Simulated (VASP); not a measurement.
BeTe (rocksalt type):

```
Be Te
1.0
     0.00000    2.47236    2.47236
     2.47236    0.00000    2.47236
     2.47236    2.47236    0.00000
Be Te
1 1
Direct
  0.00000 0.00000 0.00000
  0.50000 0.50000 0.50000
```

| Item | Value |
| --- | --- |
| Program | VASP 6.6.1 |
| Task | relaxation of cell and atoms |
| Functional | PBE |
| Potentials or basis | VASP PAW PBE potentials, release 64 (Be, Te) |
| Cutoff | 600 eV |
| k mesh | 13 × 13 × 13 |
| Occupations | fermi-dirac, width 0.05 eV |
| Spin | no spin polarisation |

At the start: pressure 26.8 GPa; volume 15.11 Å³/atom.

How do energy, volume and symmetry change on relaxing?

Over 5 steps the energy falls by 282.9 meV/atom and the volume is 19.27 Å³/atom (+27.5 %); space group Fm-3m (No. 225, to 0.1 Å) before and after.

The path:
```csv
step,energy change (eV),largest force (eV/Å),pressure (GPa),volume (Å³)
1,0.0000,0.0000,26.83,30.22
2,-0.4870,0.0000,-5.55,42.70
3,-0.5657,0.0000,0.21,38.42
4,-0.5658,0.0000,-0.10,38.60
5,-0.5658,0.0000,0.00,38.54
```

Final structure:
```yaml
crystal:
  lattice:
    - [0.00000, 2.68087, 2.68087]
    - [2.68087, 0.00000, 2.68087]
    - [2.68087, 2.68087, 0.00000]
  atoms:
    - { symbol: Be, position: [0.00000, 0.00000, 0.00000] }
    - { symbol: Te, position: [0.50000, 0.50000, 0.50000] }
```

Caveat: the volume moved by over 15 % at a fixed basis, so the end points are rough.
